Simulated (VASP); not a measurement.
# TlAg3Te2 (Cmmm) in VASP: electric field gradients with PBE

Aim: the electric field gradients of TlAg3Te2 with PBE.

Program: VASP 6.6.1. These are calculated values, not measurements. Logs are shortened: lines on timing, memory, paths and dates and some standing lists are left out, and cuts for length are marked.

## 1. The cell of the first run

Symmetry: Cmmm, No. 65, orthorhombic system. The conventional cell has a = 4.600 Å, b = 15.450 Å, c = 4.760 Å, α = 90.00°, β = 90.00°, γ = 90.00°. Tl (site symmetry mmm) has 4 Te at 3.06 Å and 8 Ag at 3.31 to 3.67 Å within 4.0 Å. Within 4.0 Å of Ag (site symmetry mmm) lie 4 Te at 3.00 Å and 4 Tl at 3.31 Å and 4 Ag at 3.72 Å. Ag (site symmetry m2m) has 4 Ag at 3.05 to 3.72 Å and 6 Te at 3.44 to 3.78 Å and 2 Tl at 3.67 Å within 4.0 Å. Within 4.0 Å of Te (site symmetry m2m) lie 8 Ag at 3.00 to 3.78 Å and 2 Tl at 3.06 Å and 1 Te at 3.86 Å.

## 2. Electric field gradients, PBE

INCAR reads:

```
SYSTEM = TlAg3Te2
PREC = Accurate
ENCUT = 520
EDIFF = 1E-8
ISMEAR = -1
SIGMA = 0.05
LREAL = .FALSE.
LASPH = .TRUE.
NELM = 100
ALGO = Normal
ISIF = 2
LWAVE = .FALSE.
LCHARG = .FALSE.
GGA = PE
LEFG = .TRUE.
NBANDS = 38
```

KPOINTS reads:

```
Automatic mesh
0
G
  8 8 7
  0 0 0
```

POSCAR reads:

```
TlAg3Te2
1.0
    2.3000000000     -7.7250000000      0.0000000000
    2.3000000000      7.7250000000      0.0000000000
    0.0000000000      0.0000000000      4.7600000000
Tl Ag Te
1 3 2
Direct
    0.0000000000      0.0000000000      0.0000000000
    0.5000000000      0.5000000000      0.5000000000
    0.3150000000      0.6850000000      0.0000000000
    0.6850000000      0.3150000000      0.0000000000
    0.1250000000      0.8750000000      0.5000000000
    0.8750000000      0.1250000000      0.5000000000
```

Potentials or basis: VASP PAW PBE potentials, release 64 (Tl_d, Ag, Te).

Started as:

```bash
> cat potpaw_PBE.64/Tl_d/POTCAR potpaw_PBE.64/Ag/POTCAR potpaw_PBE.64/Te/POTCAR > POTCAR
> mpirun -np 1 vasp_std > vasp.out
```

OUTCAR:

```text
SYSTEM = TlAg3Te2
   PREC = Accurate
   ENCUT = 520
   EDIFF = 1E-8
   ISMEAR = -1
   LREAL = .FALSE.
   LASPH = .TRUE.
   NELM = 100
   ISIF = 2
   GGA = PE

 ion  position               nearest neighbor table
   1  0.000  0.000  0.000-   5 3.06   6 3.06   5 3.06   6 3.06   2 3.31   2 3.31   2 3.31   2 3.31
                             4 3.67   3 3.67   4 3.67   3 3.67
   2  0.500  0.500  0.500-   5 3.00   6 3.00   5 3.00   6 3.00   1 3.31   1 3.31   1 3.31   1 3.31

   3  0.315  0.685  0.000-   4 3.05   4 3.05   6 3.44   6 3.44   6 3.44   6 3.44   1 3.67   1 3.67

   4  0.685  0.315  0.000-   3 3.05   3 3.05   5 3.44   5 3.44   5 3.44   5 3.44   1 3.67   1 3.67

   5  0.125  0.875  0.500-   2 3.00   2 3.00   1 3.06   1 3.06   4 3.44   4 3.44   4 3.44   4 3.44

   6  0.875  0.125  0.500-   2 3.00   2 3.00   1 3.06   1 3.06   3 3.44   3 3.44   3 3.44   3 3.44

  LATTYP: Found a base centered orthorhombic cell.
 ALAT       =     4.6000000000
 B/A-ratio  =     3.3586956522
 C/A-ratio  =     1.0347826087

  Lattice vectors:

 A1 = (   2.3000000000,  -7.7250000000,   0.0000000000)
 A2 = (   2.3000000000,   7.7250000000,   0.0000000000)
 A3 = (   0.0000000000,   0.0000000000,   4.7600000000)

Analysis of symmetry for initial positions (statically):
=====================================================================
 Subroutine PRICEL returns:
 Original cell was already a primitive cell.

 Routine SETGRP: Setting up the symmetry group for a
 base centered orthorhombic supercell.

 Subroutine GETGRP returns: Found  8 space group operations
 (whereof  8 operations were pure point group operations)
 out of a pool of  8 trial point group operations.

The static configuration has the point symmetry D_2h.

Analysis of symmetry for dynamics (positions and initial velocities):
=====================================================================
 Subroutine PRICEL returns:
 Original cell was already a primitive cell.

 Routine SETGRP: Setting up the symmetry group for a
 base centered orthorhombic supercell.

 Subroutine GETGRP returns: Found  8 space group operations
 (whereof  8 operations were pure point group operations)
 out of a pool of  8 trial point group operations.

The dynamic configuration has the point symmetry D_2h.

 Subroutine INISYM returns: Found  8 space group operations
 (whereof  8 operations are pure point group operations),
 and found     1 'primitive' translations

----------------------------------------------------------------------------------------

                                     Primitive cell

  volume of cell :     169.1466

  direct lattice vectors                    reciprocal lattice vectors
     2.300000000 -7.725000000  0.000000000     0.217391304 -0.064724919  0.000000000
     2.300000000  7.725000000  0.000000000     0.217391304  0.064724919  0.000000000
     0.000000000  0.000000000  4.760000000     0.000000000  0.000000000  0.210084034

  length of vectors
     8.060125619  8.060125619  4.760000000     0.226822165  0.226822165  0.210084034

  position of ions in fractional coordinates (direct lattice)
     0.000000000  0.000000000  0.000000000
     0.500000000  0.500000000  0.500000000
     0.315000000  0.685000000  0.000000000
     0.685000000  0.315000000  0.000000000
     0.125000000  0.875000000  0.500000000
     0.875000000  0.125000000  0.500000000

  ion indices of the primitive-cell ions
   primitive index   ion index
                 1           1
                 2           2
                 3           3
                 4           4
                 5           5
                 6           6

----------------------------------------------------------------------------------------

 KPOINTS: Automatic mesh
[... 61 lines left out ...]
   ICHARG =      2    charge: 1-file 2-atom 10-const
   ISPIN  =      1    spin polarized calculation?
   LNONCOLLINEAR =      F non collinear calculations
   LSORBIT =      F    spin-orbit coupling
   LASPH  =      T    aspherical Exc in radial PAW
   ENCUT  =  520.0 eV  38.22 Ry    6.18 a.u.  14.99 14.99  8.85*2*pi/ulx,y,z
   NELM   =    100;   NELMIN=  2; NELMDL= -5     # of ELM steps
   EDIFF  = 0.1E-07   stopping-criterion for ELM
   LREAL  =      F    real-space projection
   EDIFFG = 0.1E-06   stopping-criterion for IOM
   NSW    =      0    number of steps for IOM
   IBRION =     -1    ionic relax: 0-MD 1-quasi-New 2-CG
   NFREE  =      0    steps in history (QN), initial steepest desc. (CG)
   ISIF   =      2    stress and relaxation
   ISYM   =      2    0-nonsym 1-usesym 2-fastsym
   POTIM  = 0.5000    time-step for ionic-motion
   TEBEG  =    0.0;   TEEND  =   0.0 temperature during run
   PSTRESS=    0.0 pullay stress
   NELECT =      58.0000    total number of electrons
   NUPDOWN=      -1.0000    fix difference up-down
   EMIN   =  10.00;   EMAX   =-10.00  energy-range for DOS
   EFERMI =   0.00;   METHOD = LEGACY
   ISMEAR =    -1;   SIGMA  =   0.05  broadening in eV -4-tet -1-fermi 0-gaus
   EFERMI_NEDOS =   21; number of points for ismear=-14 and -15
   IALGO  =     38    algorithm
   IMIX   =      4    mixing-type and parameters
     AMIX     =   0.40;   BMIX     =  1.00
     AMIX_MAG =   1.60;   BMIX_MAG =  1.00
  volume/ion in A,a.u.               =      28.19       190.24
  Fermi-wavevector in a.u.,A,eV,Ry     =   1.145855  2.165352 17.864234  1.312984
  Thomas-Fermi vector in A             =   2.282542
   LORBIT       =      0    0 simple, 1 ext, 2 COOP (PROOUT), +10 PAW based schemes
   GGA     = PE    functional components
   LHFCALC =     F    Hartree Fock is set to
   AEXX    =    0.0000 exact exchange contribution
   IVDW    =     0    specifies the selected vdW correction
   LEPSILON=     F    determine dielectric tensor
   LRPA    =     F    only Hartree local field effects (RPA)
 non-spin polarized calculation
  energy-cutoff  :      520.00
  volume of cell :      169.15
 maximum number of plane-waves:      4589
   NGX = 29   NGY = 29   NGZ = 17

 number of electron      58.0000000 magnetization

 Free energy of the ion-electron system (eV)
  ---------------------------------------------------
  ext. energy  EPLUGINS =         0.00000000
  ---------------------------------------------------
  free energy    TOTEN  =       -15.05580612 eV

  energy without entropy =      -15.02783097  energy(sigma->0) =      -15.04181854

 E-fermi :   5.3141     XC(G=0):  -9.7401

 val. band max:        5.3128222875   @ k =   0.1250   0.1250   0.2857
 cond. band min:       5.3224821465   @ k =  -0.1250   0.1250   0.0000
 fundamental gap:      0.0096598590
 Fermi energy:         5.3140644181

 k-point     1 :       0.0000    0.0000    0.0000
  band No.  band energies     occupation
      1      -6.6683      2.00000
      2      -5.9245      2.00000
      3      -5.8406      2.00000
      4      -5.8245      2.00000
      5      -5.7968      2.00000
      6      -5.5565      2.00000
[... 973 lines left out ...]
     37      10.5600      0.00000
     38      10.8427      0.00000

 [... further k-points ...]

------------------------ aborting loop because EDIFF is reached ----------------------------------------

  FORCE on cell =-STRESS in cart. coord.  units (eV):
  Direction    XX          YY          ZZ          XY          YZ          ZX
  --------------------------------------------------------------------------------------
  -------------------------------------------------------------------------------------
  Total       -5.4876599      0.1040505      0.2302485      0.0000000      0.0000000      0.0000000
  in kB      -51.9797875      0.9855791      2.1809425      0.0000000      0.0000000      0.0000000
  external PRESSURE =     -16.2710887 kB  Pullay stress =       0.0000000 kB

 VOLUME and BASIS-vectors are now :
 -----------------------------------------------------------------------------
  energy-cutoff  :      520.00
  volume of cell :      169.15
      direct lattice vectors                 reciprocal lattice vectors
     2.300000000 -7.725000000  0.000000000     0.217391304 -0.064724919  0.000000000
     2.300000000  7.725000000  0.000000000     0.217391304  0.064724919  0.000000000
     0.000000000  0.000000000  4.760000000     0.000000000  0.000000000  0.210084034

 POSITION                                       TOTAL-FORCE (eV/Angst)
 -----------------------------------------------------------------------------------
      0.00000      0.00000      0.00000         0.000000      0.000000      0.000000
      2.30000      0.00000      2.38000         0.000000      0.000000      0.000000
      2.30000      2.85825      0.00000         0.000000      0.237289     -0.000000
      2.30000     -2.85825      0.00000         0.000000     -0.237289      0.000000
      2.30000      5.79375      2.38000         0.000000     -1.385250      0.000000
      2.30000     -5.79375      2.38000         0.000000      1.385250      0.000000
 -----------------------------------------------------------------------------------
    total drift:                                0.000000      0.000000      0.000000

  FREE ENERGIE OF THE ION-ELECTRON SYSTEM (eV)
  ---------------------------------------------------
  free  energy   TOTEN  =       -15.0558061203 eV

  energy  without entropy=      -15.0278309678  energy(sigma->0) =      -15.04181854

 Electric field gradients (V/A^2)
---------------------------------------------------------------------
 ion       V_xx      V_yy      V_zz      V_xy      V_xz      V_yz
---------------------------------------------------------------------
   1     199.501   -43.247  -156.255     0.000    -0.000     0.000
   2     -51.914   -32.181    84.095     0.000    -0.000     0.000
   3     -11.149    14.709    -3.560    -0.000     0.000    -0.000
   4     -11.149    14.709    -3.560    -0.000     0.000     0.000
   5      87.599  -168.712    81.114    -0.000     0.000    -0.000
   6      87.599  -168.712    81.114     0.000    -0.000    -0.000
---------------------------------------------------------------------

 Electric field gradients after diagonalization (V/A^2)
 (convention: |V_zz| > |V_xx| > |V_yy|)
----------------------------------------------------------------------
 ion       V_xx      V_yy      V_zz     asymmetry (V_yy - V_xx)/ V_zz
----------------------------------------------------------------------
   1    -156.255   -43.247   199.501       0.566
   2     -51.914   -32.181    84.095       0.235
   3     -11.149    -3.560    14.709       0.516
   4     -11.149    -3.560    14.709       0.516
   5      87.599    81.114  -168.712       0.038
   6      87.599    81.114  -168.712       0.038
----------------------------------------------------------------------

           NMR quadrupolar parameters

 Cq : quadrupolar parameter    Cq=e*Q*V_zz/h
 eta: asymmetry parameters     (V_yy - V_xx)/ V_zz
 Q  : nuclear electric quadrupole moment in mb (millibarn)
----------------------------------------------------------------------
 ion       Cq(MHz)       eta       Q (mb)
----------------------------------------------------------------------
   1       0.482       0.566       1.000
   2       0.203       0.235       1.000
   3       0.036       0.516       1.000
   4       0.036       0.516       1.000
   5      -0.408       0.038       1.000
   6      -0.408       0.038       1.000
----------------------------------------------------------------------
```

Run time: 17 min. Hardware: 1 thread of Intel Xeon 8259CL, shared host; peak memory 0.69 GiB.

Results:

| Property | Result |
| --- | --- |
| Free energy | -15.0558 eV |
| Pressure | -1.6 GPa |
| Largest force | 1.385 eV/Å |
| Band gap on the k mesh | zero (band 29 reaches 5.59 eV, above the bottom of band 30 at 4.96 eV) |

Forces on the atoms (eV/Å):
```
Tl   0.000  0.000  0.000
Ag   0.000  0.000  0.000
Ag   0.000  0.237  0.000
Ag   0.000 -0.237  0.000
Te   0.000 -1.385  0.000
Te   0.000  1.385  0.000
```

Stress tensor (GPa, compression positive):
```
-5.20  0.00  0.00
 0.00  0.10  0.00
 0.00  0.00  0.22
```

Electric field gradients, principal values (V/Å²):
| atom | least | middle | greatest (by size) |
| --- | --- | --- | --- |
| 1 Tl | -43.247 | -156.255 | 199.501 |
| 2 Ag | -32.181 | -51.914 | 84.095 |
| 3 Ag | -3.560 | -11.149 | 14.709 |
| 4 Ag | -3.560 | -11.149 | 14.709 |
| 5 Te | 81.114 | 87.599 | -168.712 |
| 6 Te | 81.114 | 87.599 | -168.712 |

Caveat: without QUAD_EFG the Cq values of the log hold for a quadrupole moment of 1 mb, not for the nuclei; spin-orbit coupling is left out, which moves the levels of the heavy elements; forces of over 1 eV/Å act on the atoms, so gaps and moduli don't describe the material at rest.
